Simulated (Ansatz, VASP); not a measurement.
## MgO in VASP and in Ansatz

```
Mg O
1.0
     5.39203    0.00000    0.00000
     0.00000    5.39203    0.00000
     0.00000    0.00000    5.39203
Mg O
4 4
Direct
  0.87500 0.87500 0.87500
  0.62500 0.12500 0.37500
  0.12500 0.37500 0.62500
  0.37500 0.62500 0.12500
  0.37500 0.37500 0.37500
  0.12500 0.62500 0.87500
  0.62500 0.87500 0.12500
  0.87500 0.12500 0.62500
```

Alike in both runs: task relaxation of cell and atoms; functional PBE; k mesh 6 × 6 × 6; occupations gaussian, width 0.02 eV; no spin polarisation.

```csv
,VASP,Ansatz
version,VASP 6.6.1,Ansatz 0.2.0
potentials or method,"VASP PAW PBE potentials, release 64 (Mg, O), cutoff 600 eV","scalar-relativistic, plane waves, PAW"
valence electrons in the cell,32,64
```

Ansatz gave:

```
gap on the k mesh at the Fermi level, each at its own relaxed structure (eV) : 1.75
relaxed volume (Å³/atom)                                                     : 19.60
relaxed length of the cell vector where the two differ most in proportion (Å)              : 5.393
```

Question: Which values does VASP return?

Answer: gap on the k mesh at the Fermi level, each at its own relaxed structure (eV): 1.74; relaxed volume (Å³/atom): 19.53; relaxed length of the cell vector where the two differ most in proportion (Å): 5.386.

VASP's potentials hold 32 valence electrons a cell and Ansatz's 64, so a difference there can come from the potentials and not from the codes.
